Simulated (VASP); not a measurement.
A run of VASP 6.6.1 is set up as follows.

File INCAR:

```
  PREC = Accurate
  ENCUT = 630
  EDIFF = 1E-6
  ISMEAR = -1
  SIGMA = 0.05
  LREAL = F
  LASPH = T
  NELM = 200
  ALGO = Normal
  ISIF = 2
  LWAVE = F
  LCHARG = F
  GGA = PS
  NBANDS = 30
  GGA_COMPAT = F
  LMAXMIX = 6
```

The input KPOINTS:

```
Automatic mesh
0
Gamma
  9 9 9
```

The input POSCAR:

```
LaPd2
1.0
   -1.9539532481      1.9539532481      4.4120439189
    1.9539532481     -1.9539532481      4.4120439189
    1.9539532481      1.9539532481     -4.4120439189
La Pd
1 2
Direct
    0.0000000000      0.0000000000      0.0000000000
    0.2500000000      0.7500000000      0.5000000000
    0.7500000000      0.2500000000      0.5000000000
```

Potentials or basis: VASP PAW PBE potentials, release 64 (La, Pd_sv_GW).

Run with:

```bash
$ cat potpaw_PBE.64/La/POTCAR potpaw_PBE.64/Pd_sv_GW/POTCAR > POTCAR
$ mpirun -np 1 vasp_std > vasp.out
```

(1) What does it give for the pressure?

(2) Estimate the band gap on the k mesh.

## Answers

(1) -0.1 GPa.

(2) zero (an odd number of electrons rules out a gap without spin polarisation).

Caveat: the PAW data sets were made with another functional, which shifts forces and pressure a little; spin-orbit coupling is left out, which moves the levels of the heavy elements.
